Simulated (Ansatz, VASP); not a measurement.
**Pd in VASP and in Ansatz**

The input INCAR:

```
SYSTEM = Pd
ALGO     = Normal         ! electronic algorithm
EDIFF    = 1E-8           ! SCF threshold, eV
ENCUT    = 520            ! plane-wave cutoff, eV
GGA      = PE             ! functional
ISIF     = 2              ! what is computed and relaxed
ISMEAR   = -1             ! smearing method
LASPH    = .TRUE.         ! aspherical terms in the spheres
LCHARG   = .FALSE.        ! write CHGCAR
LEFG     = .TRUE.       
LREAL    = .FALSE.        ! projectors in reciprocal space
LWAVE    = .FALSE.        ! write WAVECAR
NBANDS   = 11             ! bands
NELM     = 60             ! most SCF steps
PREC     = Accurate       ! precision mode
SIGMA    = 0.05           ! smearing width, eV
```

KPOINTS

```
k-points
0
G
  18 18 18
  0 0 0
```

Contents of POSCAR:

```
Pd
1.0
    0.0000000000      1.9186143454      1.9186143454
    1.9186143454      0.0000000000      1.9186143454
    1.9186143454      1.9186143454      0.0000000000
Pd
1
Direct
    0.0000000000      0.0000000000      0.0000000000
```

Input for Ansatz:

```yaml
crystal:
  lattice:
    - [0.0, 1.9186143454, 1.9186143454]
    - [1.9186143454, 0.0, 1.9186143454]
    - [1.9186143454, 1.9186143454, 0.0]
  atoms:
    - { symbol: Pd, position: [0.0, 0.0, 0.0] }
kpoints:
  mp_grid: { grid: [18, 18, 18] }
scf:
  occupations: { method: fermi_dirac, width: 0.05 }
hamiltonian:
  xc: pbe
  pseudopotentials: { kind: all_electron, datasets: crystal }
output:
  forces: true
  stress: true
  eigenvalues: true
  efg: { contact_densities: true }
```

Change from the starting cell: volume scaled by 0.96, crystal datasets.

Alike in both runs: task electric field gradients; functional PBE; k mesh 18 × 18 × 18; occupations fermi-dirac, width 0.05 eV; no spin polarisation.

|  | VASP | Ansatz |
| --- | --- | --- |
| version | VASP 6.6.1 | Ansatz 0.2.0 |
| potentials or method | VASP PAW PBE potentials, release 64 (Pd), cutoff 520 eV | all-electron PAW with datasets made for the crystal, scalar-relativistic |

|  | VASP | Ansatz | Ansatz less VASP |
| --- | --- | --- | --- |
| pressure (GPa) | 16.7 | 17.0 | +0.33 |

Ansatz ran all-electron here, and VASP with PAW potentials.
